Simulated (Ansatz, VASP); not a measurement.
**NaCl: VASP beside Ansatz**

The input INCAR:

```
SYSTEM = NaCl
PREC = Accurate ; ENCUT = 500
EDIFF = 1E-6 ; ISMEAR = 0
SIGMA = 0.01 ; LREAL = .FALSE.
LASPH = .TRUE. ; NELM = 120
ALGO = Normal ; ISIF = 2
LWAVE = .FALSE. ; LCHARG = .TRUE.
GGA = PS ; LELF = .TRUE.
LVHAR = .TRUE. ; NBANDS = 14
GGA_COMPAT = .FALSE.
```

File KPOINTS:

```
regular mesh
0
G
  6 6 6
  0 0 0
```

The input POSCAR:

```
NaCl
1.0
    0.0000000000      2.8026988303      2.8026988303
    2.8026988303      0.0000000000      2.8026988303
    2.8026988303      2.8026988303      0.0000000000
Na Cl
1 1
Direct
    0.0000000000      0.0000000000      0.0000000000
    0.5000000000      0.5000000000      0.5000000000
```

Input for Ansatz:

```yaml
crystal:
  lattice:
    - [0.0, 2.8026988303, 2.8026988303]
    - [2.8026988303, 0.0, 2.8026988303]
    - [2.8026988303, 2.8026988303, 0.0]
  atoms:
    - { symbol: Na, position: [0.0, 0.0, 0.0] }
    - { symbol: Cl, position: [0.5, 0.5, 0.5] }
kpoints:
  mp_grid: { grid: [6, 6, 6] }
hamiltonian:
  xc: pbesol
scf:
  occupations: { method: fixed }
output:
  optics:
    e_range: [2, 20]
    de: 0.05
    sigma: 0.25
    scissors: 0.6
    scheme: gaussian
    bands: scf
  write_density: true
  write_potential: true
  elf: true
  volumetric_format: npy
```

Alike in both runs: task single point; functional PBEsol; k mesh 6 × 6 × 6; no spin polarisation.

|  | VASP | Ansatz |
| --- | --- | --- |
| version | VASP 6.6.1 | Ansatz 0.2.0 |
| potentials or method | VASP PAW PBE potentials, release 64 (Na_pv, Cl) | plane waves, PAW |
| plane-wave cutoff (eV) | 500 | 420 |
| occupations | gaussian, width 0.01 eV | fixed |
| valence electrons in the cell | 14 | 16 |

```csv
,VASP,Ansatz,Ansatz less VASP
gap on the k mesh at the Fermi level (eV),5.00,5.00,+0.004
```

VASP's potentials were made for PBE, not for PBEsol. VASP's potentials hold 14 valence electrons a cell and Ansatz's 16, so a difference there can come from the potentials and not from the codes.
